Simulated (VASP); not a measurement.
A run of VASP 6.6.1 is set up as follows.

INCAR

```
SYSTEM = Li2Pd
ALGO = Normal
EDIFF = 1E-6
ENCUT = 520
ISIF = 2
ISMEAR = -1
LASPH = .True.
LCHARG = .True.
LELF = .True.
LREAL = .False.
LVHAR = .True.
LWAVE = .False.
NBANDS = 15
NELM = 100
PREC = Accurate
SIGMA = 0.05
```

File KPOINTS:

```
k-points
0
Gamma
  11 11 11
  0 0 0
```

The input POSCAR:

```
Li2Pd
1.0
    0.0000000000      2.8982957484      2.8982957484
    2.8982957484      0.0000000000      2.8982957484
    2.8982957484      2.8982957484      0.0000000000
Pd Li
1 2
Direct
    0.0000000000      0.0000000000      0.0000000000
    0.2500000000      0.2500000000      0.2500000000
    0.7500000000      0.7500000000      0.7500000000
```

Potentials or basis: VASP PAW LDA potentials, release 64 (Pd, Li_sv).

The run is started by

```console
$ cat potpaw_LDA.64/Pd/POTCAR potpaw_LDA.64/Li_sv/POTCAR > POTCAR
$ mpirun -np 1 vasp_std > vasp.out
```

(1) Predict the band gap on the k mesh.

Results:

(1) zero (band 8 reaches 2.83 eV, above the bottom of band 9 at 2.52 eV).
